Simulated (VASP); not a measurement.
# AlN (Fm-3m) in VASP: single point with PBE

Aim: the single point of AlN with PBE.

Everything below comes from runs of VASP 6.6.1. Logs are shortened: lines on timing, memory, paths and dates and some standing lists are left out, and cuts for length are marked.

## 1. The cell of the first run

It takes space group Fm-3m (No. 225, cubic). The conventional cell has a = 4.355 Å, b = 4.355 Å, c = 4.355 Å, α = 90.00°, β = 90.00°, γ = 90.00°. Al (site symmetry m-3m) has 6 N at 2.18 Å within 2.9 Å. Within 2.9 Å of N (site symmetry m-3m) lie 6 Al at 2.18 Å.

## 2. Single point, PBE

Contents of INCAR:

```
  ALGO = Normal
  EDIFF = 1E-6
  ENCUT = 600
  GGA = PE
  GGA_COMPAT = False
  ISIF = 2
  ISMEAR = -1
  LASPH = True
  LCHARG = False
  LREAL = False
  LWAVE = False
  NBANDS = 11
  NELM = 120
  PREC = Accurate
  SIGMA = 0.1
```

Contents of KPOINTS:

```
k-points
0
Gamma
  10 10 10
```

Contents of POSCAR:

```
AlN
1.0
    0.0000000000      2.1777290000      2.1777290000
    2.1777290000      0.0000000000      2.1777290000
    2.1777290000      2.1777290000      0.0000000000
Al N
1 1
Direct
    0.0000000000      0.0000000000      0.0000000000
    0.5000000000      0.5000000000      0.5000000000
```

Potentials or basis: VASP PAW PBE potentials, release 64 (Al, N).

Launch:

```console
> cat potpaw_PBE.64/Al/POTCAR potpaw_PBE.64/N/POTCAR > POTCAR
> mpirun -np 1 vasp_std > vasp.out
```

OUTCAR:

```text
EDIFF = 1E-6
   ENCUT = 600
   GGA = PE
   ISIF = 2
   ISMEAR = -1
   LASPH = True
   LREAL = False
   NELM = 120
   PREC = Accurate

 ion  position               nearest neighbor table
   1  0.000  0.000  0.000-   2 2.18   2 2.18   2 2.18   2 2.18   2 2.18   2 2.18
   2  0.500  0.500  0.500-   1 2.18   1 2.18   1 2.18   1 2.18   1 2.18   1 2.18

  LATTYP: Found a face centered cubic cell.
 ALAT       =     4.3554580000

  Lattice vectors:

 A1 = (   0.0000000000,   2.1777290000,   2.1777290000)
 A2 = (   2.1777290000,   0.0000000000,   2.1777290000)
 A3 = (   2.1777290000,   2.1777290000,   0.0000000000)

Analysis of symmetry for initial positions (statically):
=====================================================================
 Subroutine PRICEL returns:
 Original cell was already a primitive cell.

 Routine SETGRP: Setting up the symmetry group for a
 face centered cubic supercell.

 Subroutine GETGRP returns: Found 48 space group operations
 (whereof 48 operations were pure point group operations)
 out of a pool of 48 trial point group operations.

The static configuration has the point symmetry O_h .

Analysis of symmetry for dynamics (positions and initial velocities):
=====================================================================
 Subroutine PRICEL returns:
 Original cell was already a primitive cell.

 Routine SETGRP: Setting up the symmetry group for a
 face centered cubic supercell.

 Subroutine GETGRP returns: Found 48 space group operations
 (whereof 48 operations were pure point group operations)
 out of a pool of 48 trial point group operations.

The dynamic configuration has the point symmetry O_h .

 Subroutine INISYM returns: Found 48 space group operations
 (whereof 48 operations are pure point group operations),
 and found     1 'primitive' translations

----------------------------------------------------------------------------------------

                                     Primitive cell

  volume of cell :      20.6558

  direct lattice vectors                    reciprocal lattice vectors
     0.000000000  2.177729000  2.177729000    -0.229596979  0.229596979  0.229596979
     2.177729000  0.000000000  2.177729000     0.229596979 -0.229596979  0.229596979
     2.177729000  2.177729000  0.000000000     0.229596979  0.229596979 -0.229596979

  length of vectors
     3.079773887  3.079773887  3.079773887     0.397673633  0.397673633  0.397673633

  position of ions in fractional coordinates (direct lattice)
     0.000000000  0.000000000  0.000000000
     0.500000000  0.500000000  0.500000000

  ion indices of the primitive-cell ions
   primitive index   ion index
                 1           1
                 2           2

----------------------------------------------------------------------------------------

 KPOINTS: k-points

Automatic generation of k-mesh.
 Grid dimensions read from file:
 generate k-points for:   10   10   10

 Generating k-lattice:

  Cartesian coordinates                     Fractional coordinates (reciprocal lattice)
    -0.022959698  0.022959698  0.022959698     0.100000000  0.000000000  0.000000000
     0.022959698 -0.022959698  0.022959698     0.000000000  0.100000000  0.000000000
     0.022959698  0.022959698 -0.022959698     0.000000000  0.000000000  0.100000000

  Length of vectors
     0.039767363  0.039767363  0.039767363

  Shift w.r.t. Gamma in fractional coordinates (k-lattice)
     0.000000000  0.000000000  0.000000000

 Subroutine IBZKPT returns following result:
 ===========================================

 Found     47 irreducible k-points:

 Following reciprocal coordinates:
            Coordinates               Weight
  0.000000  0.000000  0.000000      1.000000
  0.100000  0.000000  0.000000      8.000000
  0.200000  0.000000  0.000000      8.000000
  0.300000  0.000000  0.000000      8.000000
  0.400000  0.000000  0.000000      8.000000
  0.500000  0.000000  0.000000      4.000000
[... 16 lines left out ...]
  0.300000  0.300000  0.000000      6.000000
  0.400000  0.300000  0.000000     24.000000
 [... further k-points ...]
   k-points           NKPTS =     47   k-points in BZ     NKDIM =     47   number of bands    NBANDS=     11
   number of dos      NEDOS =    301   number of ions     NIONS =      2
   total plane-waves  NPLWV =  21952
   dimension x,y,z NGX =    28 NGY =   28 NGZ =   28
   dimension x,y,z NGXF=    56 NGYF=   56 NGZF=   56
   ions per type =               1   1
   NGX,Y,Z   is equivalent  to a cutoff of  15.11, 15.11, 15.11 a.u.
   NGXF,Y,Z  is equivalent  to a cutoff of  30.23, 30.23, 30.23 a.u.
 SYSTEM =  unknown system
   PREC   = accura    normal or accurate (medium, high low for compatibility)
   ISTART =      0    job   : 0-new  1-cont  2-samecut
   ICHARG =      2    charge: 1-file 2-atom 10-const
   ISPIN  =      1    spin polarized calculation?
   LNONCOLLINEAR =      F non collinear calculations
   LSORBIT =      F    spin-orbit coupling
   LASPH  =      T    aspherical Exc in radial PAW
   ENCUT  =  600.0 eV  44.10 Ry    6.64 a.u.   6.15  6.15  6.15*2*pi/ulx,y,z
   NELM   =    120;   NELMIN=  2; NELMDL= -5     # of ELM steps
   EDIFF  = 0.1E-05   stopping-criterion for ELM
   LREAL  =      F    real-space projection
   EDIFFG = 0.1E-04   stopping-criterion for IOM
   NSW    =      0    number of steps for IOM
   IBRION =     -1    ionic relax: 0-MD 1-quasi-New 2-CG
   NFREE  =      0    steps in history (QN), initial steepest desc. (CG)
   ISIF   =      2    stress and relaxation
   ISYM   =      2    0-nonsym 1-usesym 2-fastsym
   POTIM  = 0.5000    time-step for ionic-motion
   TEBEG  =    0.0;   TEEND  =   0.0 temperature during run
   PSTRESS=    0.0 pullay stress
   NELECT =       8.0000    total number of electrons
   NUPDOWN=      -1.0000    fix difference up-down
   EMIN   =  10.00;   EMAX   =-10.00  energy-range for DOS
   EFERMI =   0.00;   METHOD = LEGACY
   ISMEAR =    -1;   SIGMA  =   0.10  broadening in eV -4-tet -1-fermi 0-gaus
   EFERMI_NEDOS =   21; number of points for ismear=-14 and -15
   IALGO  =     38    algorithm
   IMIX   =      4    mixing-type and parameters
     AMIX     =   0.40;   BMIX     =  1.00
     AMIX_MAG =   1.60;   BMIX_MAG =  1.00
  volume/ion in A,a.u.               =      10.33        69.70
  Fermi-wavevector in a.u.,A,eV,Ry     =   1.193322  2.255052 19.374934  1.424017
  Thomas-Fermi vector in A             =   2.329339
   LORBIT       =      0    0 simple, 1 ext, 2 COOP (PROOUT), +10 PAW based schemes
   GGA     = PE    functional components
   LHFCALC =     F    Hartree Fock is set to
   AEXX    =    0.0000 exact exchange contribution
   IVDW    =     0    specifies the selected vdW correction
   LEPSILON=     F    determine dielectric tensor
   LRPA    =     F    only Hartree local field effects (RPA)
 non-spin polarized calculation
  energy-cutoff  :      600.00
  volume of cell :       20.66
 maximum number of plane-waves:       701
 NGX is ok and might be reduce to    28
   NGX = 13   NGY = 13   NGZ = 13

 number of electron       8.0000000 magnetization

 Free energy of the ion-electron system (eV)
  ---------------------------------------------------
  ext. energy  EPLUGINS =         0.00000000
  ---------------------------------------------------
  free energy    TOTEN  =       -14.07022529 eV

  energy without entropy =      -14.07022520  energy(sigma->0) =      -14.07022524

 E-fermi :   8.7471     XC(G=0): -11.2829

 val. band max:        7.3231332479   @ k =   0.0000   0.0000   0.0000
 cond. band min:       9.9802628834   @ k =   0.5000   0.5000   0.0000
 fundamental gap:      2.6571296355
 Fermi energy:         8.7470967289

 k-point     1 :       0.0000    0.0000    0.0000
  band No.  band energies     occupation
      1      -8.3834      2.00000
      2       7.3231      2.00000
      3       7.3231      2.00000
      4       7.3231      2.00000
      5      10.1327      0.00000
      6      18.7496      0.00000
      7      18.7496      0.00000
      8      18.7496      0.00000
      9      22.6424      0.00000
     10      22.6424      0.00000
     11      22.6424      0.00000

 k-point     2 :       0.1000    0.0000    0.0000
  band No.  band energies     occupation
      1      -8.2202      2.00000
      2       6.2581      2.00000
      3       7.2425      2.00000
      4       7.2425      2.00000
      5      10.9465      0.00000
      6      17.8071      0.00000
      7      18.9081      0.00000
      8      18.9081      0.00000
      9      21.2734      0.00000
     10      21.2734      0.00000
     11      22.4548      0.00000

 k-point     3 :       0.2000    0.0000    0.0000
  band No.  band energies     occupation
      1      -7.7503      2.00000
      2       4.3713      2.00000
      3       7.0452      2.00000
      4       7.0452      2.00000
      5      11.9700      0.00000
      6      16.8440      0.00000
      7      18.5066      0.00000
      8      18.5066      0.00000
      9      21.1916      0.00000
     10      21.1916      0.00000
     11      21.8776      0.00000

 k-point     4 :       0.3000    0.0000    0.0000
  band No.  band energies     occupation
      1      -7.0478      2.00000
      2       2.4660      2.00000
      3       6.8243      2.00000
      4       6.8243      2.00000
      5      12.3062      0.00000
      6      16.8469      0.00000
      7      17.5393      0.00000
      8      17.5393      0.00000
      9      21.3778      0.00000
     10      22.6633      0.00000
     11      22.6633      0.00000
[... 239 lines left out ...]
 k-point    22 :      -0.2000    0.2000    0.0000
  band No.  band energies     occupation
      1      -6.8218      2.00000
      2       2.8370      2.00000
      3       5.0296      2.00000
      4       6.9015      2.00000
      5      13.7863      0.00000
      6      15.8912      0.00000
      7      16.3423      0.00000
      8      17.7495      0.00000
      9      21.2107      0.00000
     10      24.2271      0.00000
     11      24.4829      0.00000

 k-point    23 :       0.3000    0.3000    0.0000
  band No.  band energies     occupation
      1      -6.6353      2.00000
      2       3.0610      2.00000
      3       5.7102      2.00000
      4       5.7102      2.00000
      5      12.0402      0.00000
      6      14.1034      0.00000
      7      16.7277      0.00000
      8      20.4001      0.00000
      9      20.4001      0.00000
     10      25.8595      0.00000
     11      28.2652      0.00000

 k-point    24 :       0.4000    0.3000    0.0000
  band No.  band energies     occupation
      1      -6.0847      2.00000
      2       2.3029      2.00000
      3       5.0839      2.00000
      4       5.5040      2.00000
      5      11.6041      0.00000
      6      14.0365      0.00000
      7      17.1882      0.00000
      8      20.2828      0.00000
      9      20.8151      0.00000
     10      26.8083      0.00000
     11      28.9590      0.00000

 [... further k-points ...]

------------------------ aborting loop because EDIFF is reached ----------------------------------------

  FORCE on cell =-STRESS in cart. coord.  units (eV):
  Direction    XX          YY          ZZ          XY          YZ          ZX
  --------------------------------------------------------------------------------------
  -------------------------------------------------------------------------------------
  Total       -4.3880925     -4.3880925     -4.3880925     -0.0000000     -0.0000000      0.0000000
  in kB     -340.3649709   -340.3649709   -340.3649709     -0.0000000     -0.0000000      0.0000000
  external PRESSURE =    -340.3649709 kB  Pullay stress =       0.0000000 kB

 VOLUME and BASIS-vectors are now :
 -----------------------------------------------------------------------------
  energy-cutoff  :      600.00
  volume of cell :       20.66
      direct lattice vectors                 reciprocal lattice vectors
     0.000000000  2.177729000  2.177729000    -0.229596979  0.229596979  0.229596979
     2.177729000  0.000000000  2.177729000     0.229596979 -0.229596979  0.229596979
     2.177729000  2.177729000  0.000000000     0.229596979  0.229596979 -0.229596979

 POSITION                                       TOTAL-FORCE (eV/Angst)
 -----------------------------------------------------------------------------------
      0.00000      0.00000      0.00000        -0.000000     -0.000000      0.000000
      2.17773      2.17773      2.17773         0.000000      0.000000     -0.000000
 -----------------------------------------------------------------------------------
    total drift:                                0.000000      0.000000      0.000000

  FREE ENERGIE OF THE ION-ELECTRON SYSTEM (eV)
  ---------------------------------------------------
  free  energy   TOTEN  =       -14.0702252856 eV

  energy  without entropy=      -14.0702251982  energy(sigma->0) =      -14.07022524
```

Wall time 12 s (1 thread of Intel Xeon Platinum 8259CL at 2.50GHz (Skylake/Cascade Lake), shared host); peak memory 0.15 GiB.

Results:

| Quantity | Value |
| --- | --- |
| Free energy | -14.0702 eV |
| Pressure | -34.0 GPa |
| Band gap on the k mesh | 2.66 eV (least direct gap 2.81 eV) |

Levels at points of the mesh, in eV from the valence-band top:
```csv
k point,band 1,band 2,band 3,band 4,band 5,band 6,band 7,band 8,band 9
"(0.00, 0.00, 0.00)",-15.71,0.00,0.00,0.00,2.81,11.43,11.43,11.43,15.32
"(0.50, 0.00, 0.00)",-13.27,-7.01,-0.72,-0.72,4.81,9.30,9.30,10.09,13.99
"(0.50, 0.50, 0.00)",-12.58,-5.99,-2.26,-2.26,2.66,5.58,11.51,14.00,14.00
```

Caveat: the cell stands under tension. A k mesh can miss the band edges.
